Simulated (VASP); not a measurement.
# CsH (Fm-3m) in VASP: notebook, part 2 of 2

VASP 6.6.1. Earlier steps stand in the parts before.

### Step 3. Relaxation of cell and atoms, LDA

Input file INCAR:

```
PREC = Accurate
ENCUT = 600
EDIFF = 1E-6
ISMEAR = -1
SIGMA = 0.02
LREAL = F
LASPH = T
NELM = 100
ALGO = Normal
ISIF = 3
LWAVE = F
LCHARG = F
GGA = CA
IBRION = 2
NSW = 80
EDIFFG = -0.005
```

Input file KPOINTS:

```
Automatic mesh
0
Gamma
  6 6 6
```

Input file POSCAR:

```
CsH
1.0
    0.0000000000      3.2147135040      3.2147135040
    3.2147135040      0.0000000000      3.2147135040
    3.2147135040      3.2147135040      0.0000000000
Cs H
1 1
Direct
    0.0000000000      0.0000000000      0.0000000000
    0.5000000000      0.5000000000      0.5000000000
```

Potentials or basis: VASP PAW LDA potentials, release 64 (Cs_sv, H).

Started as:

```sh
> cat potpaw_LDA.64/Cs_sv/POTCAR potpaw_LDA.64/H/POTCAR > POTCAR
> mpirun -np 1 vasp_std > vasp.out
```

OUTCAR:

```text
PREC = Accurate
   ENCUT = 600
   EDIFF = 1E-6
   ISMEAR = -1
   LREAL = F
   LASPH = T
   NELM = 100
   ISIF = 3
   GGA = CA
   IBRION = 2
   NSW = 80
   EDIFFG = -0.005

 ion  position               nearest neighbor table
   1  0.000  0.000  0.000-
   2  0.500  0.500  0.500-

  LATTYP: Found a face centered cubic cell.
 ALAT       =     6.4294270080

  Lattice vectors:

 A1 = (   0.0000000000,   3.2147135040,   3.2147135040)
 A2 = (   3.2147135040,   0.0000000000,   3.2147135040)
 A3 = (   3.2147135040,   3.2147135040,   0.0000000000)

Analysis of symmetry for initial positions (statically):
=====================================================================
 Subroutine PRICEL returns:
 Original cell was already a primitive cell.

 Routine SETGRP: Setting up the symmetry group for a
 face centered cubic supercell.

 Subroutine GETGRP returns: Found 48 space group operations
 (whereof 48 operations were pure point group operations)
 out of a pool of 48 trial point group operations.

The static configuration has the point symmetry O_h .

Analysis of symmetry for dynamics (positions and initial velocities):
=====================================================================
 Subroutine PRICEL returns:
 Original cell was already a primitive cell.

 Routine SETGRP: Setting up the symmetry group for a
 face centered cubic supercell.

 Subroutine GETGRP returns: Found 48 space group operations
 (whereof 48 operations were pure point group operations)
 out of a pool of 48 trial point group operations.

The dynamic configuration has the point symmetry O_h .

 Subroutine INISYM returns: Found 48 space group operations
 (whereof 48 operations are pure point group operations),
 and found     1 'primitive' translations

----------------------------------------------------------------------------------------

                                     Primitive cell

[... 90 lines left out ...]
   TEBEG  =    0.0;   TEEND  =   0.0 temperature during run
   PSTRESS=    0.0 pullay stress
   NELECT =      10.0000    total number of electrons
   NUPDOWN=      -1.0000    fix difference up-down
   EMIN   =  10.00;   EMAX   =-10.00  energy-range for DOS
   EFERMI =   0.00;   METHOD = LEGACY
   ISMEAR =    -1;   SIGMA  =   0.02  broadening in eV -4-tet -1-fermi 0-gaus
   EFERMI_NEDOS =   21; number of points for ismear=-14 and -15
   IALGO  =     38    algorithm
   IMIX   =      4    mixing-type and parameters
     AMIX     =   0.40;   BMIX     =  1.00
     AMIX_MAG =   1.60;   BMIX_MAG =  1.00
  volume/ion in A,a.u.               =      33.22       224.19
  Fermi-wavevector in a.u.,A,eV,Ry     =   0.870808  1.645589 10.317394  0.758307
  Thomas-Fermi vector in A             =   1.989826
   LORBIT       =      0    0 simple, 1 ext, 2 COOP (PROOUT), +10 PAW based schemes
   GGA     = CA    functional components
   LHFCALC =     F    Hartree Fock is set to
   AEXX    =    0.0000 exact exchange contribution
   IVDW    =     0    specifies the selected vdW correction
   LEPSILON=     F    determine dielectric tensor
   LRPA    =     F    only Hartree local field effects (RPA)
 conjugate gradient relaxation of ions
 non-spin polarized calculation
  energy-cutoff  :      600.00
  volume of cell :       66.44
 maximum number of plane-waves:      2252
   NGX = 19   NGY = 19   NGZ = 19

--------------------------------------- Ionic step        1  -------------------------------------------

 number of electron      10.0000000 magnetization

 Free energy of the ion-electron system (eV)
  ---------------------------------------------------
  ext. energy  EPLUGINS =         0.00000000
  ---------------------------------------------------
  free energy    TOTEN  =        -4.87884562 eV

  energy without entropy =       -4.87884562  energy(sigma->0) =       -4.87884562

------------------------ aborting loop because EDIFF is reached ----------------------------------------

  FORCE on cell =-STRESS in cart. coord.  units (eV):
  Direction    XX          YY          ZZ          XY          YZ          ZX
  --------------------------------------------------------------------------------------
  -------------------------------------------------------------------------------------
  Total       -0.5722934     -0.5722934     -0.5722934     -0.0000000     -0.0000000     -0.0000000
  in kB      -13.7997905    -13.7997905    -13.7997905     -0.0000000     -0.0000000     -0.0000000
  external PRESSURE =     -13.7997905 kB  Pullay stress =       0.0000000 kB
[... 131 lines left out ...]
--------------------------------------- Ionic step        5  -------------------------------------------

 number of electron      10.0000000 magnetization

 Free energy of the ion-electron system (eV)
  ---------------------------------------------------
  ext. energy  EPLUGINS =         0.00000000
  ---------------------------------------------------
  free energy    TOTEN  =        -4.92397266 eV

  energy without entropy =       -4.92397266  energy(sigma->0) =       -4.92397266

 E-fermi :   1.1593     XC(G=0):  -7.9912

 val. band max:        0.7082905224   @ k =   0.5000   0.0000   0.0000
 cond. band min:       2.4468166614   @ k =   0.5000   0.0000   0.0000
 fundamental gap:      1.7385261390
 Fermi energy:         1.1592668984

 k-point     1 :       0.0000    0.0000    0.0000
  band No.  band energies     occupation
      1     -20.8526      2.00000
      2      -7.1430      2.00000
      3      -7.1430      2.00000
      4      -7.1430      2.00000
      5      -1.4520      2.00000
      6       5.6408      0.00000
      7       5.6408      0.00000
      8       5.6408      0.00000
      9       6.7998      0.00000
[... 207 lines left out ...]
  FREE ENERGIE OF THE ION-ELECTRON SYSTEM (eV)
  ---------------------------------------------------
  free  energy   TOTEN  =        -4.9239726603 eV

  energy  without entropy=       -4.9239726603  energy(sigma->0) =       -4.92397266

 reached required accuracy - stopping structural energy minimisation
```

OSZICAR:

```text
N       E                     dE             d eps       ncg     rms          rms(c)
DAV:   1     0.508658598477E+02    0.50866E+02   -0.47991E+03   288   0.105E+03
DAV:   2    -0.256546312771E+01   -0.53431E+02   -0.51616E+02   411   0.136E+02
DAV:   3    -0.563407017216E+01   -0.30686E+01   -0.30662E+01   318   0.403E+01
[... 39 lines left out ...]
DAV:   1    -0.492449859275E+01   -0.53660E-03   -0.11514E-02   288   0.666E-01    0.953E-02
DAV:   2    -0.492408815002E+01    0.41044E-03   -0.60775E-04   288   0.152E-01    0.440E-02
DAV:   3    -0.492397461602E+01    0.11353E-03   -0.43233E-04   296   0.124E-01    0.886E-03
DAV:   4    -0.492397296366E+01    0.16524E-05   -0.30000E-06   289   0.159E-02    0.494E-03
DAV:   5    -0.492397266029E+01    0.30337E-06   -0.59950E-07   152   0.514E-03
   5 F= -.49239727E+01 E0= -.49239727E+01  d E =-.451270E-01
```

It took 28 s on 1 thread of AMD EPYC 7R13 (Zen 3), shared host; peak memory 0.16 GiB.

Results:

```yaml
Free_energy: -4.9240 eV
Relaxed_volume: 28.58 Å³/atom
Relaxed_cell: a = 4.324 Å, b = 4.324 Å, c = 4.324 Å, α = 60.00°, β = 60.00°, γ = 60.00°
Space_group_after_relaxing_to_0.05_Å: Fm-3m (No. 225)
Energy_gained_by_relaxing: 22.6 meV/atom
Ionic_steps: 5
Pressure_after_relaxing: 0.0 GPa
Band_gap_on_the_k_mesh: 1.74 eV, direct
```

Step by step:
| step | energy change (eV) | largest force (eV/Å) | pressure (GPa) | volume (Å³) |
| --- | --- | --- | --- | --- |
| 1 | 0.0000 | 0.0000 | -1.38 | 66.44 |
| 2 | -0.0209 | 0.0000 | -1.07 | 63.73 |
| 3 | -0.0435 | 0.0000 | -0.31 | 58.73 |
| 4 | -0.0451 | 0.0000 | 0.03 | 56.99 |
| 5 | -0.0451 | 0.0000 | -0.01 | 57.17 |

Final structure:
```cif
data_structure
_symmetry_space_group_name_H-M 'P 1'
_symmetry_Int_Tables_number 1
_cell_length_a 4.3240
_cell_length_b 4.3240
_cell_length_c 4.3240
_cell_angle_alpha 60.000
_cell_angle_beta 60.000
_cell_angle_gamma 60.000
_cell_volume 57.17
loop_
_atom_site_label
_atom_site_type_symbol
_atom_site_fract_x
_atom_site_fract_y
_atom_site_fract_z
_atom_site_occupancy
Cs1 Cs 0.00000 0.00000 0.00000 1
H1 H 0.50000 0.50000 0.50000 1
```

Levels at points of the mesh, in eV from the valence-band top:
| k point | band 3 | band 4 | band 5 | band 6 | band 7 | band 8 |
| --- | --- | --- | --- | --- | --- | --- |
| (0.00, 0.00, 0.00) | -7.85 | -7.85 | -2.16 | 4.93 | 4.93 | 4.93 |
| (0.50, 0.00, 0.00) | -7.99 | -7.99 | 0.00 | 1.74 | 4.45 | 4.45 |
| (0.50, 0.50, 0.00) | -8.25 | -8.25 | -1.63 | 2.55 | 5.80 | 8.45 |

Caveat: spin-orbit coupling is left out, which moves the levels of the heavy elements. A hybrid or GW would open this gap; LDA tends to underestimate it.

### Step 4. Relaxation of cell and atoms, r2SCAN

POSCAR is that of step 3.

Input file INCAR.step1:

```
PREC     = Accurate       # precision mode
ENCUT    = 600            # plane-wave cutoff, eV
ISMEAR   = -1             # smearing method
SIGMA    = 0.02           # smearing width, eV
LREAL    = F              # projectors in reciprocal space
LASPH    = T              # aspherical terms in the spheres
NELM     = 60             # most SCF steps
GGA      = PE             # functional
ALGO     = Normal         # electronic algorithm
EDIFF    = 1E-4           # SCF threshold, eV
LWAVE    = T              # write WAVECAR
LCHARG   = F              # write CHGCAR
```

Input file INCAR.step2:

```
PREC     = Accurate       # precision mode
ENCUT    = 600            # plane-wave cutoff, eV
EDIFF    = 1E-6           # SCF threshold, eV
ISMEAR   = -1             # smearing method
SIGMA    = 0.02           # smearing width, eV
LREAL    = F              # projectors in reciprocal space
LASPH    = T              # aspherical terms in the spheres
NELM     = 60             # most SCF steps
ALGO     = Normal         # electronic algorithm
ISIF     = 3              # what is computed and relaxed
LWAVE    = F              # write WAVECAR
LCHARG   = F              # write CHGCAR
METAGGA  = R2SCAN         # meta-GGA
LMIXTAU  = T            
IBRION   = 2              # ionic algorithm
NSW      = 80             # ionic steps
EDIFFG   = -0.005         # ionic threshold
ISTART   = 1
```

KPOINTS is that of step 3.

Potentials or basis: VASP PAW PBE potentials, release 64 (Cs_sv, H).

Started as:

```sh
> cat potpaw_PBE.64/Cs_sv/POTCAR potpaw_PBE.64/H/POTCAR > POTCAR
> cp INCAR.step1 INCAR
> mpirun -np 1 vasp_std > vasp.out
> cp INCAR.step2 INCAR
> mpirun -np 1 vasp_std > vasp.out
```

Wall time 3 min (1 thread of AMD EPYC 7R13 (Zen 3), shared host); peak memory 0.2 GiB.

Results (log left out):

* Free energy: -28.9889 eV
* Relaxed volume: 32.63 Å³/atom
* Relaxed cell: a = 4.519 Å, b = 4.519 Å, c = 4.519 Å, α = 60.00°, β = 60.00°, γ = 60.00°
* Space group after relaxing (to 0.05 Å): Fm-3m (No. 225)
* Energy gained by relaxing: 0.3 meV/atom
* Ionic steps: 5
* Pressure after relaxing: 0.0 GPa
* Band gap on the k mesh: 2.67 eV, direct

Step by step:
```tsv
step	energy change (eV)	largest force (eV/Å)	pressure (GPa)	volume (Å³)
1	0.0000	0.0000	-0.17	66.44
2	-0.0003	0.0000	-0.13	66.10
3	-0.0006	0.0000	-0.05	65.60
4	-0.0005	0.0000	0.10	64.62
5	-0.0007	0.0000	-0.01	65.25
```

Final structure:
```
Cs H
1.0
     0.00000    3.19541    3.19541
     3.19541    0.00000    3.19541
     3.19541    3.19541    0.00000
Cs H
1 1
Direct
  0.00000 0.00000 0.00000
  0.50000 0.50000 0.50000
```

Levels at points of the mesh, in eV from the valence-band top:
```csv
k point,band 1,band 2,band 3,band 4,band 5,band 6,band 7,band 8,band 9
"(0.00, 0.00, 0.00)",-22.07,-8.16,-8.16,-8.16,-1.63,5.69,5.69,5.69,6.31
"(0.50, 0.00, 0.00)",-21.99,-8.98,-8.25,-8.25,0.00,2.67,5.26,5.26,7.76
"(0.50, 0.50, 0.00)",-21.97,-8.86,-8.43,-8.43,-1.13,3.52,6.05,8.60,8.95
```

Caveat: the PAW data sets were made with another functional, which shifts forces and pressure a little; spin-orbit coupling is left out, which moves the levels of the heavy elements.

### Step 5. Single point, HSE06

This run uses another cell than the first one, of 32.85 Å³/atom, 0.989 times its volume.

Input file POSCAR:

```
CsH
1.0
    0.0000000000      3.2027288889      3.2027288889
    3.2027288889      0.0000000000      3.2027288889
    3.2027288889      3.2027288889      0.0000000000
Cs H
1 1
Direct
    0.0000000000      0.0000000000      0.0000000000
    0.5000000000      0.5000000000      0.5000000000
```

Input file INCAR.step1:

```
SYSTEM = CsH
  PREC = Accurate
  ENCUT = 520
  EDIFF = 1E-5
  ISMEAR = -1
  SIGMA = 0.02
  LREAL = .False.
  LASPH = .True.
  NELM = 80
  ALGO = Normal
  ISIF = 2
  LWAVE = .True.
  LCHARG = .False.
  NBANDS = 12
  GGA = PE
```

Input file INCAR.step2:

```
SYSTEM = CsH
  PREC = Accurate
  ENCUT = 520
  EDIFF = 1E-7
  ISMEAR = -1
  SIGMA = 0.02
  LREAL = .False.
  LASPH = .True.
  NELM = 80
  ALGO = Normal
  ISIF = 2
  LWAVE = .False.
  LCHARG = .False.
  GGA = PE
  LHFCALC = .True.
  HFSCREEN = 0.2079
  PRECFOCK = Normal
  NBANDS = 12
  ISTART = 1
```

Input file KPOINTS:

```
regular mesh
0
Gamma
  4 4 4
  0 0 0
```

Started as:

```sh
> cat potpaw_PBE.64/Cs_sv/POTCAR potpaw_PBE.64/H/POTCAR > POTCAR
> cp INCAR.step1 INCAR
> mpirun -np 1 vasp_std > vasp.out
> cp INCAR.step2 INCAR
> mpirun -np 1 vasp_std > vasp.out
```

It took 5.8 min on 1 thread of AMD EPYC 7R13 (Zen 3), shared host; peak memory 0.28 GiB.

Results (log left out):

```
Free energy            : -5.2029 eV
Pressure               : 0.0 GPa
Band gap on the k mesh : 3.26 eV, direct
```

Levels at points of the mesh, in eV from the valence-band top:
```tsv
k point	band 3	band 4	band 5	band 6	band 7	band 8
(0.00, 0.00, 0.00)	-8.34	-8.34	-1.74	6.35	6.35	6.35
(0.50, 0.00, 0.00)	-8.44	-8.44	0.00	3.26	5.86	5.86
(0.50, 0.50, 0.00)	-8.61	-8.61	-1.18	4.22	6.62	9.22
```

Caveat: the k points lie up to 0.42 Å⁻¹ apart; the PAW data sets were made with another functional, which shifts forces and pressure a little; spin-orbit coupling is left out, which moves the levels of the heavy elements.

### Step 6. Summary

| task | level | potentials or basis | cell | k mesh | cutoff (eV) | grid for exact exchange (PRECFOCK) | screening parameter | gap on the mesh (eV) | pressure (GPa) | relaxed volume (Å³/atom) |
| --- | --- | --- | --- | --- | --- | --- | --- | --- | --- | --- |
| relaxation of cell and atoms | PBEsol | VASP PAW PBE potentials, release 64 (Cs_sv, H) | relaxed from a = 4.546 Å, angles 60.0°, 2 atoms | 6 × 6 × 6 | 600 | - | - | 2.05 | 0.0 | 30.70 |
| relaxation of cell and atoms | LDA | VASP PAW LDA potentials, release 64 (Cs_sv, H) | relaxed from a = 4.546 Å, angles 60.0°, 2 atoms | 6 × 6 × 6 | 600 | - | - | 1.74 | 0.0 | 28.58 |
| relaxation of cell and atoms | r2SCAN | VASP PAW PBE potentials, release 64 (Cs_sv, H) | relaxed from a = 4.546 Å, angles 60.0°, 2 atoms | 6 × 6 × 6 | 600 | - | - | 2.67 | 0.0 | 32.63 |
| single point | HSE06 | VASP PAW PBE potentials, release 64 (Cs_sv, H) | a = 4.529 Å, angles 60.0°, 2 atoms | 4 × 4 × 4 | 520 | Normal | 0.2079 1/Å | 3.26 | 0.0 | - |

Alike in all rows: no spin polarisation; smearing fermi-dirac 0.02 eV.

Caveats: some runs use coarse meshes; spin-orbit coupling is left out, which moves the levels of the heavy elements; the PAW data sets were made with another functional, which shifts forces and pressure a little (some runs).

Total energies depend on the potentials used, so only differences within one code and one set of settings carry meaning.
